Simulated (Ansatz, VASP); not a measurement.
# One calculation of BaS, two programs

```
CELL_PARAMETERS angstrom
0.00000 3.19375 3.19375
3.19375 0.00000 3.19375
3.19375 3.19375 0.00000
ATOMIC_POSITIONS crystal
Ba 0.00000 0.00000 0.00000
S 0.50000 0.50000 0.50000
```

Alike in both runs: task single point; functional PBE; k mesh 12 × 12 × 12; occupations gaussian, width 0.05 eV; non-collinear spin, spin-orbit coupling.

```csv
,VASP,Ansatz
version,VASP 6.6.1,Ansatz 0.2.0
potentials or method,"VASP PAW PBE potentials, release 64 (Ba_sv, S), cutoff 520 eV","plane waves, PAW"
valence electrons in the cell,16,16
```

```csv
,VASP,Ansatz,Ansatz less VASP
pressure (GPa),1.4,0.8,-0.59
```
